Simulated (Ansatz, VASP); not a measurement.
Sn: VASP beside Ansatz

The input POSCAR:

```
Sn
1.0
   -2.9401404553      2.9401404553      1.6472810486
    2.9401404553     -2.9401404553      1.6472810486
    2.9401404553      2.9401404553     -1.6472810486
Sn
2
Direct
    0.7500000000      0.2500000000      0.5000000000
    0.0000000000      0.0000000000      0.0000000000
```

INCAR.step1

```
SYSTEM = Sn
PREC = Accurate ; ENCUT = 520
ISMEAR = 0 ; SIGMA = 0.15
LREAL = .False. ; LASPH = .True.
NELM = 80 ; NBANDS = 21
GGA = PE ; ALGO = Normal
EDIFF = 1E-4 ; LWAVE = .True.
LCHARG = .False.
```

INCAR.step2

```
SYSTEM = Sn
PREC = Accurate ; ENCUT = 520
EDIFF = 1E-7 ; ISMEAR = 0
SIGMA = 0.15 ; LREAL = .False.
LASPH = .True. ; NELM = 80
ALGO = Normal ; ISIF = 2
LWAVE = .False. ; LCHARG = .False.
METAGGA = R2SCAN ; LMIXTAU = .True.
NBANDS = 21 ; ISTART = 1
```

KPOINTS

```
regular mesh
0
Gamma
  16 16 16
  0 0 0
```

Input for Ansatz:

```yaml
crystal:
  lattice:
    - [-2.9401404553, 2.9401404553, 1.6472810486]
    - [2.9401404553, -2.9401404553, 1.6472810486]
    - [2.9401404553, 2.9401404553, -1.6472810486]
  atoms:
    - { symbol: Sn, position: [0.75, 0.25, 0.5] }
    - { symbol: Sn, position: [0.0, 0.0, 0.0] }
basis:
  ecutwfc: 500
kpoints:
  mp_grid: { grid: [16, 16, 16] }
hamiltonian:
  xc: r2scan
scf:
  occupations: { method: gaussian, width: 0.15 }
output:
  forces: true
  stress: true
  eigenvalues: true
  write_density: true
  write_potential: true
  elf: true
  volumetric_format: npy
```

Change from the starting cell: strain +0.000 along x and y, +0.030 along z, atoms carried along.

Alike in both runs: task single point; functional r2SCAN; k mesh 16 × 16 × 16; occupations gaussian, width 0.15 eV; no spin polarisation.

|  | VASP | Ansatz |
| --- | --- | --- |
| version | VASP 6.6.1 | Ansatz 0.2.0 |
| potentials or method | VASP PAW PBE potentials, release 64 (Sn_d), cutoff 520 eV | scalar-relativistic, plane waves, PAW |
| valence electrons in the cell | 28 | 28 |

VASP gave:

| Quantity | Value |
| --- | --- |
| gap on the k mesh at the Fermi level (eV) | none |
| pressure (GPa) | -1.5 |
| traceless stress, the component that is largest in VASP (GPa) | -1.13 |

Q: What did Ansatz give for the same quantities?

A: gap on the k mesh at the Fermi level (eV): none; pressure (GPa): -1.5; traceless stress, the component that is largest in VASP (GPa): -1.12.

VASP's potentials were made for PBE, not for r2SCAN. A gap of «none» marks a metal or a gap that the smearing closes.
